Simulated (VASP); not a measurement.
# NaTl (Fd-3m) in VASP: single point with LDA

Aim: the single point of NaTl with LDA.

Everything below comes from runs of VASP 6.6.1. Logs are shortened: lines on timing, memory, paths and dates and some standing lists are left out, and cuts for length are marked.

**1. The cell of the first run**

It takes space group Fd-3m (No. 227, cubic). Conventional cell: a = 7.479 Å, b = 7.479 Å, c = 7.479 Å, α = 90.00°, β = 90.00°, γ = 90.00°. Within 4.3 Å of Na (site symmetry -43m) lie 4 Na at 3.24 Å and 10 Tl at 3.24 to 3.74 Å. Tl (site symmetry -43m) has 10 Na at 3.24 to 3.74 Å and 4 Tl at 3.24 Å within 4.3 Å.

**2. Single point, LDA**

The input, INCAR:

```
PREC = Accurate
ENCUT = 520
EDIFF = 1E-6
ISMEAR = -1
SIGMA = 0.05
LREAL = F
LASPH = T
NELM = 60
ALGO = Normal
ISIF = 2
LWAVE = F
LCHARG = F
GGA = CA
NBANDS = 28
```

The input, KPOINTS:

```
regular mesh
0
Gamma
  10 10 10
```

The input, POSCAR:

```
NaTl
1.0
    0.0000000000      3.7393523715      3.7393523715
    3.7393523715      0.0000000000      3.7393523715
    3.7393523715      3.7393523715      0.0000000000
Na Tl
2 2
Direct
    0.0000000000      0.0000000000      0.0000000000
    0.2500000000      0.2500000000      0.2500000000
    0.5000000000      0.5000000000      0.5000000000
    0.7500000000      0.7500000000      0.7500000000
```

Potentials or basis: VASP PAW LDA potentials, release 64 (Na_pv, Tl_d).

Run with:

```
$ cat potpaw_LDA.64/Na_pv/POTCAR potpaw_LDA.64/Tl_d/POTCAR > POTCAR
$ mpirun -np 1 vasp_std > vasp.out
```

OUTCAR:

```text
PREC = Accurate
   ENCUT = 520
   EDIFF = 1E-6
   ISMEAR = -1
   LREAL = F
   LASPH = T
   NELM = 60
   ISIF = 2
   GGA = CA

 ion  position               nearest neighbor table
   1  0.000  0.000  0.000-   4 3.24   4 3.24   4 3.24   4 3.24
   2  0.250  0.250  0.250-   3 3.24   3 3.24   3 3.24   3 3.24
   3  0.500  0.500  0.500-   2 3.24   2 3.24   2 3.24   2 3.24   4 3.24   4 3.24   4 3.24   4 3.24

   4  0.750  0.750  0.750-   3 3.24   3 3.24   3 3.24   1 3.24   3 3.24   1 3.24   1 3.24   1 3.24

  LATTYP: Found a face centered cubic cell.
 ALAT       =     7.4787047430

  Lattice vectors:

 A1 = (   0.0000000000,   3.7393523715,   3.7393523715)
 A2 = (   3.7393523715,   0.0000000000,   3.7393523715)
 A3 = (   3.7393523715,   3.7393523715,   0.0000000000)

Analysis of symmetry for initial positions (statically):
=====================================================================
 Subroutine PRICEL returns:
 Original cell was already a primitive cell.

 Routine SETGRP: Setting up the symmetry group for a
 face centered cubic supercell.

 Subroutine GETGRP returns: Found 48 space group operations
 (whereof 24 operations were pure point group operations)
 out of a pool of 48 trial point group operations.

The static configuration has the point symmetry T_d .
 The point group associated with its full space group is O_h .

Analysis of symmetry for dynamics (positions and initial velocities):
=====================================================================
 Subroutine PRICEL returns:
 Original cell was already a primitive cell.

 Routine SETGRP: Setting up the symmetry group for a
 face centered cubic supercell.

 Subroutine GETGRP returns: Found 48 space group operations
 (whereof 24 operations were pure point group operations)
 out of a pool of 48 trial point group operations.

The dynamic configuration has the point symmetry T_d .
 The point group associated with its full space group is O_h .

 Subroutine INISYM returns: Found 48 space group operations
 (whereof 24 operations are pure point group operations),
 and found     1 'primitive' translations

----------------------------------------------------------------------------------------

                                     Primitive cell

  volume of cell :     104.5729

  direct lattice vectors                    reciprocal lattice vectors
     0.000000000  3.739352371  3.739352371    -0.133712994  0.133712994  0.133712994
     3.739352371  0.000000000  3.739352371     0.133712994 -0.133712994  0.133712994
     3.739352371  3.739352371  0.000000000     0.133712994  0.133712994 -0.133712994

  length of vectors
     5.288242838  5.288242838  5.288242838     0.231597699  0.231597699  0.231597699

  position of ions in fractional coordinates (direct lattice)
     0.000000000  0.000000000  0.000000000
     0.250000000  0.250000000  0.250000000
     0.500000000  0.500000000  0.500000000
     0.750000000  0.750000000  0.750000000

  ion indices of the primitive-cell ions
   primitive index   ion index
                 1           1
                 2           2
                 3           3
                 4           4

----------------------------------------------------------------------------------------

 KPOINTS: regular mesh

Automatic generation of k-mesh.
 Grid dimensions read from file:
 generate k-points for:   10   10   10

 Generating k-lattice:

  Cartesian coordinates                     Fractional coordinates (reciprocal lattice)
    -0.013371299  0.013371299  0.013371299     0.100000000  0.000000000  0.000000000
     0.013371299 -0.013371299  0.013371299     0.000000000  0.100000000  0.000000000
     0.013371299  0.013371299 -0.013371299     0.000000000  0.000000000  0.100000000

  Length of vectors
     0.023159770  0.023159770  0.023159770

  Shift w.r.t. Gamma in fractional coordinates (k-lattice)
     0.000000000  0.000000000  0.000000000

 Subroutine IBZKPT returns following result:
 ===========================================

 Found     47 irreducible k-points:

 Following reciprocal coordinates:
            Coordinates               Weight
  0.000000  0.000000  0.000000      1.000000
  0.100000  0.000000  0.000000      8.000000
  0.200000  0.000000  0.000000      8.000000
  0.300000  0.000000  0.000000      8.000000
  0.400000  0.000000  0.000000      8.000000
  0.500000  0.000000  0.000000      4.000000
[... 16 lines left out ...]
  0.300000  0.300000  0.000000      6.000000
  0.400000  0.300000  0.000000     24.000000
 [... further k-points ...]
   k-points           NKPTS =     47   k-points in BZ     NKDIM =     47   number of bands    NBANDS=     28
   number of dos      NEDOS =    301   number of ions     NIONS =      4
   total plane-waves  NPLWV =  64000
   dimension x,y,z NGX =    40 NGY =   40 NGZ =   40
   dimension x,y,z NGXF=    80 NGYF=   80 NGZF=   80
   ions per type =               2   2
   NGX,Y,Z   is equivalent  to a cutoff of  12.57, 12.57, 12.57 a.u.
   NGXF,Y,Z  is equivalent  to a cutoff of  25.15, 25.15, 25.15 a.u.
 SYSTEM =  unknown system
   PREC   = accura    normal or accurate (medium, high low for compatibility)
   ISTART =      0    job   : 0-new  1-cont  2-samecut
   ICHARG =      2    charge: 1-file 2-atom 10-const
   ISPIN  =      1    spin polarized calculation?
   LNONCOLLINEAR =      F non collinear calculations
   LSORBIT =      F    spin-orbit coupling
   LASPH  =      T    aspherical Exc in radial PAW
   ENCUT  =  520.0 eV  38.22 Ry    6.18 a.u.   9.83  9.83  9.83*2*pi/ulx,y,z
   NELM   =     60;   NELMIN=  2; NELMDL= -5     # of ELM steps
   EDIFF  = 0.1E-05   stopping-criterion for ELM
   LREAL  =      F    real-space projection
[... 7 lines left out ...]
   TEBEG  =    0.0;   TEEND  =   0.0 temperature during run
   PSTRESS=    0.0 pullay stress
   NELECT =      40.0000    total number of electrons
   NUPDOWN=      -1.0000    fix difference up-down
   EMIN   =  10.00;   EMAX   =-10.00  energy-range for DOS
   EFERMI =   0.00;   METHOD = LEGACY
   ISMEAR =    -1;   SIGMA  =   0.05  broadening in eV -4-tet -1-fermi 0-gaus
   EFERMI_NEDOS =   21; number of points for ismear=-14 and -15
   IALGO  =     38    algorithm
   IMIX   =      4    mixing-type and parameters
     AMIX     =   0.40;   BMIX     =  1.00
     AMIX_MAG =   1.60;   BMIX_MAG =  1.00
  volume/ion in A,a.u.               =      26.14       176.42
  Fermi-wavevector in a.u.,A,eV,Ry     =   1.188379  2.245711 19.214767  1.412246
  Thomas-Fermi vector in A             =   2.324510
   LORBIT       =      0    0 simple, 1 ext, 2 COOP (PROOUT), +10 PAW based schemes
   GGA     = CA    functional components
   LHFCALC =     F    Hartree Fock is set to
   AEXX    =    0.0000 exact exchange contribution
   IVDW    =     0    specifies the selected vdW correction
   LEPSILON=     F    determine dielectric tensor
   LRPA    =     F    only Hartree local field effects (RPA)
 non-spin polarized calculation
  energy-cutoff  :      520.00
  volume of cell :      104.57
 maximum number of plane-waves:      2840
   NGX = 19   NGY = 19   NGZ = 19

 number of electron      40.0000020 magnetization

 Free energy of the ion-electron system (eV)
  ---------------------------------------------------
  ext. energy  EPLUGINS =         0.00000000
  ---------------------------------------------------
  free energy    TOTEN  =        -9.43737991 eV

  energy without entropy =       -9.42757241  energy(sigma->0) =       -9.43247616

 E-fermi :   4.3350     XC(G=0):  -9.3869

 val. band max:        4.3115283163   @ k =  -0.2000   0.2000   0.0000
 cond. band min:       4.4028761222   @ k =   0.4000   0.3000   0.0000
 fundamental gap:      0.0913478059
 Fermi energy:         4.3349742669

 k-point     1 :       0.0000    0.0000    0.0000
  band No.  band energies     occupation
      1     -20.6460      2.00000
      2     -20.6460      2.00000
      3     -20.6460      2.00000
      4     -20.6063      2.00000
      5     -20.6063      2.00000
      6     -20.6063      2.00000
[... 20 lines left out ...]
     27       9.1029      0.00000
     28       9.1029      0.00000

 k-point     2 :       0.1000    0.0000    0.0000
  band No.  band energies     occupation
      1     -20.6465      2.00000
      2     -20.6465      2.00000
      3     -20.6460      2.00000
      4     -20.6064      2.00000
      5     -20.6058      2.00000
      6     -20.6058      2.00000
[... 20 lines left out ...]
     27       8.8216      0.00000
     28       8.9949      0.00000

 k-point     3 :       0.2000    0.0000    0.0000
  band No.  band energies     occupation
      1     -20.6478      2.00000
      2     -20.6478      2.00000
      3     -20.6461      2.00000
      4     -20.6068      2.00000
      5     -20.6046      2.00000
      6     -20.6046      2.00000
[... 20 lines left out ...]
     27       8.6388      0.00000
     28       9.4885      0.00000

 k-point     4 :       0.3000    0.0000    0.0000
  band No.  band energies     occupation
      1     -20.6493      2.00000
      2     -20.6493      2.00000
      3     -20.6462      2.00000
      4     -20.6072      2.00000
      5     -20.6032      2.00000
      6     -20.6032      2.00000
[... 578 lines left out ...]
     27      10.1778      0.00000
     28      11.0689      0.00000

 k-point    23 :       0.3000    0.3000    0.0000
  band No.  band energies     occupation
      1     -20.6526      2.00000
      2     -20.6526      2.00000
      3     -20.6383      2.00000
      4     -20.6152      2.00000
      5     -20.5999      2.00000
      6     -20.5999      2.00000
[... 20 lines left out ...]
     27      10.7373      0.00000
     28      10.7373      0.00000

 k-point    24 :       0.4000    0.3000    0.0000
  band No.  band energies     occupation
      1     -20.6541      2.00000
      2     -20.6537      2.00000
      3     -20.6360      2.00000
      4     -20.6177      2.00000
      5     -20.5989      2.00000
      6     -20.5986      2.00000
[... 20 lines left out ...]
     27      11.0099      0.00000
     28      11.5840      0.00000

 [... further k-points ...]

------------------------ aborting loop because EDIFF is reached ----------------------------------------

  FORCE on cell =-STRESS in cart. coord.  units (eV):
  Direction    XX          YY          ZZ          XY          YZ          ZX
  --------------------------------------------------------------------------------------
  -------------------------------------------------------------------------------------
  Total       -1.0069886     -1.0069886     -1.0069886      0.0000000      0.0000000      0.0000000
  in kB      -15.4282257    -15.4282257    -15.4282257      0.0000000      0.0000000      0.0000000
  external PRESSURE =     -15.4282257 kB  Pullay stress =       0.0000000 kB

 VOLUME and BASIS-vectors are now :
 -----------------------------------------------------------------------------
  energy-cutoff  :      520.00
  volume of cell :      104.57
      direct lattice vectors                 reciprocal lattice vectors
     0.000000000  3.739352371  3.739352371    -0.133712994  0.133712994  0.133712994
     3.739352371  0.000000000  3.739352371     0.133712994 -0.133712994  0.133712994
     3.739352371  3.739352371  0.000000000     0.133712994  0.133712994 -0.133712994

 POSITION                                       TOTAL-FORCE (eV/Angst)
 -----------------------------------------------------------------------------------
      0.00000      0.00000      0.00000         0.000000     -0.000000      0.000000
      1.86968      1.86968      1.86968        -0.000000     -0.000000     -0.000000
      3.73935      3.73935      3.73935         0.000000      0.000000      0.000000
      5.60903      5.60903      5.60903        -0.000000     -0.000000     -0.000000
 -----------------------------------------------------------------------------------
    total drift:                               -0.000000     -0.000000      0.000000

  FREE ENERGIE OF THE ION-ELECTRON SYSTEM (eV)
  ---------------------------------------------------
  free  energy   TOTEN  =        -9.4373799079 eV

  energy  without entropy=       -9.4275724129  energy(sigma->0) =       -9.43247616
```

It took 2.4 min on 1 thread of AMD EPYC 7R43 (Zen 3), shared host; peak memory 0.23 GiB.

What came out:

```
Free energy            : -9.4374 eV
Pressure               : -1.5 GPa
Band gap on the k mesh : zero (bands 20 and 21 overlap by 1.19 eV)
```

Levels at points of the mesh, in eV from the Fermi level:
```csv
k point,band 17,band 18,band 19,band 20,band 21,band 22,band 23,band 24
"(0.00, 0.00, 0.00)",-8.94,-2.87,0.84,0.84,0.84,1.69,1.69,1.69
"(0.50, 0.00, 0.00)",-7.65,-5.65,-1.30,-0.35,-0.35,2.28,2.28,3.17
"(0.50, 0.50, 0.00)",-6.59,-6.59,-1.60,-1.60,-0.18,-0.18,6.06,6.06
```

Caveat: spin-orbit coupling is left out, which moves the levels of the heavy elements.

The gap in the log of VASP goes by the Fermi energy; the results here count the filled bands.